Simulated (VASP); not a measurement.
# Ta4HN in VASP: further runs

Ta4HN is run at these levels: PBEsol; tasks: single point.

Program: VASP 6.6.1. These are calculated values, not measurements. Logs are shortened: lines on timing, memory, paths and dates and some standing lists are left out, and cuts for length are marked.

## 1. The cell of the first run

The cell holds a slab with vacuum, 6 atoms: a = 2.841 Å, b = 2.841 Å, c = 26.959 Å, α = 90.00°, β = 90.00°, γ = 109.47°.

## 2. Single point, PBEsol

INCAR reads:

```
PREC = Accurate
ENCUT = 520
EDIFF = 1E-7
ISMEAR = 0
SIGMA = 0.1
LREAL = F
LASPH = T
NELM = 100
ALGO = Normal
ISIF = 2
LWAVE = F
LCHARG = F
LDIPOL = T
IDIPOL = 3
DIPOL = 0.5 0.5 0.508
GGA = PS
NBANDS = 34
```

KPOINTS reads:

```
Automatic mesh
0
Gamma
  11 11 1
```

POSCAR reads:

```
Ta4HN
1.0
    2.8410132458      0.0000000000      0.0000000000
   -0.9470044153      2.6785329754      0.0000000000
    0.0000000000      0.0000000000     26.9590328047
Ta N H
4 1 1
Direct
    0.5000000000      0.5000000000      0.3152932103
    0.0000000000      0.0000000000      0.4013377512
    0.4831848735      0.5168168141      0.4868118882
   -0.0331319077      0.0331673649      0.5741660525
    0.3356345137      0.6643217670      0.6178684781
    0.3894173126      0.6108103632      0.6548165027
```

Potentials or basis: VASP PAW PBE potentials, release 64 (Ta_pv, N, H).

Run with:

```sh
> cat potpaw_PBE.64/Ta_pv/POTCAR potpaw_PBE.64/N/POTCAR potpaw_PBE.64/H/POTCAR > POTCAR
> mpirun -np 1 vasp_std > vasp.out
```

OUTCAR:

```text
PREC = Accurate
   ENCUT = 520
   EDIFF = 1E-7
   ISMEAR = 0
   LREAL = F
   LASPH = T
   NELM = 100
   ISIF = 2
   GGA = PS

 ion  position               nearest neighbor table
   1  0.500  0.500  0.315-   2 2.84   2 2.84   2 3.28   2 3.28
   2  0.000  0.000  0.401-   3 2.83   3 2.83   1 2.84   1 2.84   3 3.21   1 3.28   1 3.28   3 3.33

   3  0.483  0.517  0.487-   2 2.83   2 2.83   4 2.87   4 2.87   2 3.21   4 3.25   2 3.33   4 3.36

   4  0.967  0.033  0.574-   5 2.08   5 2.11   5 2.11   3 2.87   3 2.87   3 3.25   3 3.36
   5  0.336  0.664  0.618-   6 1.03   4 2.08   4 2.11   4 2.11
   6  0.389  0.611  0.655-   5 1.03

  LATTYP: Found a base centered orthorhombic cell.
 ALAT       =     3.2805195245
 B/A-ratio  =     1.4142135624
 C/A-ratio  =     8.2179156697

  Lattice vectors:

 A1 = (   2.8410132458,   0.0000000000,   0.0000000000)
 A2 = (  -0.9470044153,   2.6785329754,   0.0000000000)
 A3 = (   0.0000000000,   0.0000000000,  26.9590328047)

Analysis of symmetry for initial positions (statically):
=====================================================================
 Subroutine PRICEL returns:
 Original cell was already a primitive cell.

 Routine SETGRP: Setting up the symmetry group for a
 base centered orthorhombic supercell.

 Subroutine GETGRP returns: Found  1 space group operations
 (whereof  1 operations were pure point group operations)
 out of a pool of  8 trial point group operations.

The static configuration has the point symmetry C_1 .

Analysis of symmetry for dynamics (positions and initial velocities):
=====================================================================
 Subroutine PRICEL returns:
 Original cell was already a primitive cell.

 Routine SETGRP: Setting up the symmetry group for a
 base centered orthorhombic supercell.

 Subroutine GETGRP returns: Found  1 space group operations
 (whereof  1 operations were pure point group operations)
 out of a pool of  8 trial point group operations.

The dynamic configuration has the point symmetry C_1 .

 Subroutine INISYM returns: Found  1 space group operations
 (whereof  1 operations are pure point group operations),
 and found     1 'primitive' translations

----------------------------------------------------------------------------------------

                                     Primitive cell

  volume of cell :     205.1514

  direct lattice vectors                    reciprocal lattice vectors
     2.841013246  0.000000000  0.000000000     0.351987095  0.124446231  0.000000000
    -0.947004415  2.678532975  0.000000000     0.000000000  0.373338693  0.000000000
     0.000000000  0.000000000 26.959032805     0.000000000  0.000000000  0.037093319

  length of vectors
     2.841013246  2.841013246 26.959032805     0.373338693  0.373338693  0.037093319

  position of ions in fractional coordinates (direct lattice)
     0.500000000  0.500000000  0.315293210
     0.000000000  0.000000000  0.401337751
     0.483184874  0.516816814  0.486811888
     0.966868092  0.033167365  0.574166052
     0.335634514  0.664321767  0.617868478
     0.389417313  0.610810363  0.654816503

  ion indices of the primitive-cell ions
   primitive index   ion index
                 1           1
                 2           2
                 3           3
                 4           4
                 5           5
                 6           6

----------------------------------------------------------------------------------------

 KPOINTS: Automatic mesh

Automatic generation of k-mesh.
 Grid dimensions read from file:
 generate k-points for:   11   11    1

 Generating k-lattice:

  Cartesian coordinates                     Fractional coordinates (reciprocal lattice)
     0.031998827  0.011313294  0.000000000     0.090909091  0.000000000  0.000000000
     0.000000000  0.033939881  0.000000000     0.000000000  0.090909091  0.000000000
     0.000000000  0.000000000  0.037093319     0.000000000  0.000000000  1.000000000

  Length of vectors
     0.033939881  0.033939881  0.037093319

  Shift w.r.t. Gamma in fractional coordinates (k-lattice)
     0.000000000  0.000000000  0.000000000

 Subroutine IBZKPT returns following result:
 ===========================================

 Found     61 irreducible k-points:

 Following reciprocal coordinates:
            Coordinates               Weight
  0.000000  0.000000  0.000000      1.000000
  0.090909  0.000000  0.000000      2.000000
  0.000000  0.090909  0.000000      2.000000
  0.181818  0.000000  0.000000      2.000000
  0.000000  0.181818  0.000000      2.000000
  0.272727  0.000000  0.000000      2.000000
[... 16 lines left out ...]
 -0.363636  0.090909  0.000000      2.000000
  0.090909 -0.363636  0.000000      2.000000
 [... further k-points ...]
   k-points           NKPTS =     61   k-points in BZ     NKDIM =     61   number of bands    NBANDS=     34
   number of dos      NEDOS =    301   number of ions     NIONS =      6
   total plane-waves  NPLWV = 120960
   dimension x,y,z NGX =    24 NGY =   24 NGZ =  210
   dimension x,y,z NGXF=    48 NGYF=   48 NGZF=  420
   ions per type =               4   1   1
   NGX,Y,Z   is equivalent  to a cutoff of  14.04, 14.04, 12.95 a.u.
   NGXF,Y,Z  is equivalent  to a cutoff of  28.09, 28.09, 25.90 a.u.
 SYSTEM =  unknown system
   PREC   = accura    normal or accurate (medium, high low for compatibility)
   ISTART =      0    job   : 0-new  1-cont  2-samecut
   ICHARG =      2    charge: 1-file 2-atom 10-const
   ISPIN  =      1    spin polarized calculation?
   LNONCOLLINEAR =      F non collinear calculations
   LSORBIT =      F    spin-orbit coupling
   LASPH  =      T    aspherical Exc in radial PAW
   ENCUT  =  520.0 eV  38.22 Ry    6.18 a.u.   5.28  5.28 50.13*2*pi/ulx,y,z
   NELM   =    100;   NELMIN=  2; NELMDL= -5     # of ELM steps
   EDIFF  = 0.1E-06   stopping-criterion for ELM
   LREAL  =      F    real-space projection
   EDIFFG = 0.1E-05   stopping-criterion for IOM
   NSW    =      0    number of steps for IOM
   IBRION =     -1    ionic relax: 0-MD 1-quasi-New 2-CG
   NFREE  =      0    steps in history (QN), initial steepest desc. (CG)
   ISIF   =      2    stress and relaxation
   ISYM   =      2    0-nonsym 1-usesym 2-fastsym
   POTIM  = 0.5000    time-step for ionic-motion
   TEBEG  =    0.0;   TEEND  =   0.0 temperature during run
   PSTRESS=    0.0 pullay stress
   NELECT =      50.0000    total number of electrons
   NUPDOWN=      -1.0000    fix difference up-down
   EMIN   =  10.00;   EMAX   =-10.00  energy-range for DOS
   EFERMI =   0.00;   METHOD = LEGACY
   ISMEAR =     0;   SIGMA  =   0.10  broadening in eV -4-tet -1-fermi 0-gaus
   EFERMI_NEDOS =   21; number of points for ismear=-14 and -15
   IALGO  =     38    algorithm
   IMIX   =      4    mixing-type and parameters
     AMIX     =   0.40;   BMIX     =  1.00
     AMIX_MAG =   1.60;   BMIX_MAG =  1.00
  volume/ion in A,a.u.               =      34.19       230.74
  Fermi-wavevector in a.u.,A,eV,Ry     =   1.022602  1.932438 14.227815  1.045715
  Thomas-Fermi vector in A             =   2.156290
   LORBIT       =      0    0 simple, 1 ext, 2 COOP (PROOUT), +10 PAW based schemes
   GGA     = PS    functional components
   LHFCALC =     F    Hartree Fock is set to
   AEXX    =    0.0000 exact exchange contribution
   IVDW    =     0    specifies the selected vdW correction
   LEPSILON=     F    determine dielectric tensor
   LRPA    =     F    only Hartree local field effects (RPA)
 non-spin polarized calculation
 Gauss-broadening in eV      SIGMA  =   0.10
  energy-cutoff  :      520.00
  volume of cell :      205.15
 maximum number of plane-waves:      5565
 NGX is ok and might be reduce to    24
   NGX = 11   NGY = 11   NGZ =101

 dipolmoment           0.000000      0.000000      0.662986 electrons x Angstroem

 number of electron      50.0000000 magnetization

 dipolmoment           0.000000      0.000000     -0.094491 electrons x Angstroem

 Free energy of the ion-electron system (eV)
  ---------------------------------------------------
  ext. energy  EPLUGINS =         0.00000000
  ---------------------------------------------------
  free energy    TOTEN  =       -62.02781470 eV

  energy without entropy =      -61.99916832  energy(sigma->0) =      -62.01349151

 E-fermi :   0.0033     XC(G=0):  -5.6469

 val. band max:       -0.0069853976   @ k =   0.0000   0.4545   0.0000
 cond. band min:       0.0085745728   @ k =   0.3636   0.0909   0.0000
 fundamental gap:      0.0155599704
 Fermi energy:         0.0032632891

 k-point     1 :       0.0000    0.0000    0.0000
  band No.  band energies     occupation
      1     -34.3310      2.00000
      2     -34.1924      2.00000
      3     -33.7581      2.00000
      4     -33.7253      2.00000
      5     -33.6187      2.00000
      6     -33.5155      2.00000
[... 26 lines left out ...]
     33       3.3275      0.00000
     34       3.4797      0.00000

 k-point     2 :       0.0909    0.0000    0.0000
  band No.  band energies     occupation
      1     -34.3087      2.00000
      2     -34.1815      2.00000
      3     -33.8322      2.00000
      4     -33.7349      2.00000
      5     -33.6325      2.00000
      6     -33.5552      2.00000
[... 26 lines left out ...]
     33       3.2862      0.00000
     34       3.3748      0.00000

 k-point     3 :       0.0000    0.0909    0.0000
  band No.  band energies     occupation
      1     -34.3087      2.00000
      2     -34.1815      2.00000
      3     -33.8322      2.00000
      4     -33.7349      2.00000
      5     -33.6325      2.00000
      6     -33.5552      2.00000
[... 26 lines left out ...]
     33       3.2863      0.00000
     34       3.3747      0.00000
[... 704 lines left out ...]
 k-point    23 :      -0.3636    0.0909    0.0000
  band No.  band energies     occupation
      1     -34.4758      2.00000
      2     -34.2743      2.00000
      3     -34.1735      2.00000
      4     -34.0696      2.00000
      5     -33.9211      2.00000
      6     -33.7712      2.00000
[... 26 lines left out ...]
     33       4.0565      0.00000
     34       4.2487      0.00000

 k-point    24 :       0.0909   -0.3636    0.0000
  band No.  band energies     occupation
      1     -34.4758      2.00000
      2     -34.2743      2.00000
      3     -34.1735      2.00000
      4     -34.0696      2.00000
      5     -33.9211      2.00000
      6     -33.7712      2.00000
[... 26 lines left out ...]
     33       4.0565      0.00000
     34       4.2487      0.00000

 [... further k-points ...]

------------------------ aborting loop because EDIFF is reached ----------------------------------------

 vacuum level on the upper side and lower side of the slab       (xc-potential included)        -1.238         0.955

  FORCE on cell =-STRESS in cart. coord.  units (eV):
  Direction    XX          YY          ZZ          XY          YZ          ZX
  --------------------------------------------------------------------------------------
  -------------------------------------------------------------------------------------
  Total        1.4381175      0.0569679     -0.9789441     -1.9530374      0.0297376     -0.0417615
  in kB       11.2313094      0.4449042     -7.6452892    -15.2526951      0.2322424     -0.3261464
  external PRESSURE =       1.3436415 kB  Pullay stress =       0.0000000 kB

 VOLUME and BASIS-vectors are now :
 -----------------------------------------------------------------------------
  energy-cutoff  :      520.00
  volume of cell :      205.15
      direct lattice vectors                 reciprocal lattice vectors
     2.841013246  0.000000000  0.000000000     0.351987095  0.124446231  0.000000000
    -0.947004415  2.678532975  0.000000000     0.000000000  0.373338693  0.000000000
     0.000000000  0.000000000 26.959032805     0.000000000  0.000000000  0.037093319

 POSITION                                       TOTAL-FORCE (eV/Angst)
 -----------------------------------------------------------------------------------
      0.94700      1.33927      8.50000         0.018383     -0.013003      0.467570
      0.00000      0.00000     10.81968        -0.016480      0.011657     -0.477980
      0.88331      1.38431     13.12398        -0.003254      0.002404     -0.004870
      2.71548      0.08884     15.47896        -0.000170     -0.000691     -0.052584
      0.32443      1.77941     16.65714         0.001166      0.000303      0.058773
      0.52790      1.63608     17.65322         0.000356     -0.000669      0.009091
 -----------------------------------------------------------------------------------
    total drift:                               -0.000100      0.000072     -0.000369

  FREE ENERGIE OF THE ION-ELECTRON SYSTEM (eV)
  ---------------------------------------------------
  free  energy   TOTEN  =       -62.0278147017 eV

  energy  without entropy=      -61.9991683186  energy(sigma->0) =      -62.01349151

 vacuum level on the upper side and lower side of the slab         2.543         4.782
```

Run time: 12 min. Hardware: 1 thread of Intel Xeon 6975P-C (Granite Rapids), shared host; peak memory 0.57 GiB.

What came out:

```
Free energy            : -62.0278 eV
Largest force          : 0.478 eV/Å
Band gap on the k mesh : zero (bands 25 and 26 overlap by 1.34 eV)
```

Forces on the atoms (eV/Å):
```
Ta   0.018 -0.013  0.468
Ta  -0.016  0.012 -0.478
Ta  -0.003  0.002 -0.005
Ta   0.000 -0.001 -0.053
N    0.001  0.000  0.059
H    0.000 -0.001  0.009
```

Caveat: the PAW data sets were made with another functional, which shifts forces and pressure a little; spin-orbit coupling is left out, which moves the levels of the heavy elements.

(Part 1 of 2 ends here.)
